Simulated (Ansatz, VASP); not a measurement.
## Two plane-wave programs on Al2O

The input INCAR:

```
ALGO = Normal
EDIFF = 1E-6
ENCUT = 520
GGA = PS
ISIF = 2
ISMEAR = 1
LASPH = T
LCHARG = F
LREAL = F
LWAVE = F
NBANDS = 13
NELM = 60
PREC = Accurate
SIGMA = 0.1
```

Contents of KPOINTS:

```
k-points
0
Gamma
  7 7 7
```

Contents of POSCAR:

```
Al2O
1.0
    0.0000000000      2.8551642555      2.8551642555
    2.8551642555      0.0000000000      2.8551642555
    2.8551642555      2.8551642555      0.0000000000
Al O
2 1
Direct
    0.2500000000      0.2500000000      0.2500000000
    0.7500000000      0.7500000000      0.7500000000
    0.0000000000      0.0000000000      0.0000000000
```

Input for Ansatz:

```yaml
crystal:
  lattice:
    - [0.0, 2.8551642554985586, 2.8551642554985586]
    - [2.8551642554985586, 0.0, 2.8551642554985586]
    - [2.8551642554985586, 2.8551642554985586, 0.0]
  atoms:
    - { symbol: Al, position: [0.25, 0.25, 0.25] }
    - { symbol: Al, position: [0.75, 0.75, 0.75] }
    - { symbol: O, position: [0.0, 0.0, 0.0] }
basis:
  ecutwfc: 500.0
kpoints:
  mp_grid:
    grid: [7, 7, 7]
hamiltonian:
  xc: pbesol
scf:
  lower_state_search: standard
  mixing:
    algorithm: anderson
  occupations:
    method: cold
output:
  stress: true
```

Alike in both runs: task single point; functional PBEsol; k mesh 7 × 7 × 7; no spin polarisation.

```csv
,VASP,Ansatz
version,VASP 6.6.1,Ansatz 0.2.0
potentials or method,"VASP PAW PBE potentials, release 64 (Al, O), cutoff 520 eV","plane waves, PAW"
occupations,"methfessel-paxton of order 1, width 0.1 eV",cold
valence electrons in the cell,12,12
```

```csv
,VASP,Ansatz,Ansatz less VASP
pressure (GPa),-3.1,-3.1,+0.02
```

VASP's potentials were made for PBE, not for PBEsol.
